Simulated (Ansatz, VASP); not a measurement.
Two plane-wave programs on Ag

```
Ag
1.0
     0.00000    2.00091    2.00091
     2.00091    0.00000    2.00091
     2.00091    2.00091    0.00000
Ag
1
Cartesian
  0.0000 0.0000 0.0000
```

Alike in both runs: functional LDA; k mesh 18 × 18 × 18; occupations gaussian, width 0.1 eV; no spin polarisation.

Ansatz relaxed the structure, and its values are those at the end. VASP's run is a single point on that final structure, the one shown.

|  | VASP | Ansatz |
| --- | --- | --- |
| version | VASP 6.6.1 | Ansatz 0.2.0 |
| potentials or method | VASP PAW LDA potentials, release 64 (Ag), cutoff 520 eV | scalar-relativistic, plane waves, PAW |
| valence electrons in the cell | 11 | 19 |

Ansatz gave:

| Property | Result |
| --- | --- |
| gap on the k mesh at the Fermi level (eV) | none |
| pressure (GPa) | 0.0 |

Q: What did VASP give for the same quantities?

A: gap on the k mesh at the Fermi level (eV): none; pressure (GPa): 0.1.

LDA's correlation is that of Perdew and Zunger in VASP and of Perdew and Wang (1992) in Ansatz. A gap of «none» marks a metal or a gap that the smearing closes. VASP's potentials hold 11 valence electrons a cell and Ansatz's 19, so a difference there can come from the potentials and not from the codes.
